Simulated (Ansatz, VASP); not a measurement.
BeZn4O: VASP beside Ansatz

```
Be Zn O
1.0
     0.00000    3.33701    3.33701
     3.33701    0.00000    3.33701
     3.33701    3.33701    0.00000
Be Zn O
1 4 1
Direct
  0.75000 0.75000 0.75000
  0.86861 0.37713 0.37713
  0.37713 0.37713 0.37713
  0.37713 0.86861 0.37713
  0.37713 0.37713 0.86861
  0.00000 0.00000 0.00000
```

Change from the starting cell: species swapped into the NdMgCu4 type (F-43m, No. 216).

Alike in both runs: task single point; functional PBE; k mesh 4 × 4 × 4; occupations gaussian, width 0.1 eV; no spin polarisation.

```csv
,VASP,Ansatz
version,VASP 6.6.1,Ansatz 0.2.0
potentials or method,"VASP PAW PBE potentials, release 64 (Be, Zn, O), cutoff 520 eV","scalar-relativistic, plane waves, PAW"
valence electrons in the cell,56,56
```

VASP gave:

* gap on the k mesh at the Fermi level (eV): none
* pressure (GPa): 15.1
* rms of the force components (eV/Å): 0.514

Task: Which values does Ansatz return?

Result: gap on the k mesh at the Fermi level (eV): none; pressure (GPa): 14.5; rms of the force components (eV/Å): 0.499.

Atom by atom the forces differ by 0.015 eV/Å (rms over components). A gap of «none» marks a metal or a gap that the smearing closes. The functional is the same, so the differences come from potentials, cutoffs and numerics.

The k mesh is coarse, so the values compare programs but aren't converged.
